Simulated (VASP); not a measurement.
Here is a VASP 6.6.1 calculation.

The input INCAR:

```
  PREC = Accurate
  ENCUT = 520
  EDIFF = 1E-6
  ISMEAR = 0
  SIGMA = 0.1
  LREAL = False
  LASPH = True
  NELM = 100
  ALGO = Normal
  ISIF = 2
  LWAVE = False
  LCHARG = True
  GGA = PE
  LELF = True
  LVHAR = True
  NBANDS = 8
```

Contents of KPOINTS:

```
Automatic mesh
0
Gamma
  6 6 6
```

File POSCAR:

```
Sb
1.0
    3.0925422363      0.0000000000      0.0000000000
    0.0000000000      3.0925422363      0.0000000000
    0.0000000000      0.0000000000      3.1881915753
Sb
1
Direct
    0.0000000000      0.0000000000      0.0000000000
```

Potentials or basis: VASP PAW PBE potentials, release 64 (Sb).

Command:

```bash
$ cat potpaw_PBE.64/Sb/POTCAR > POTCAR
$ mpirun -np 1 vasp_std > vasp.out
```

(1) Estimate the pressure.

Answers

(1) -0.1 GPa.
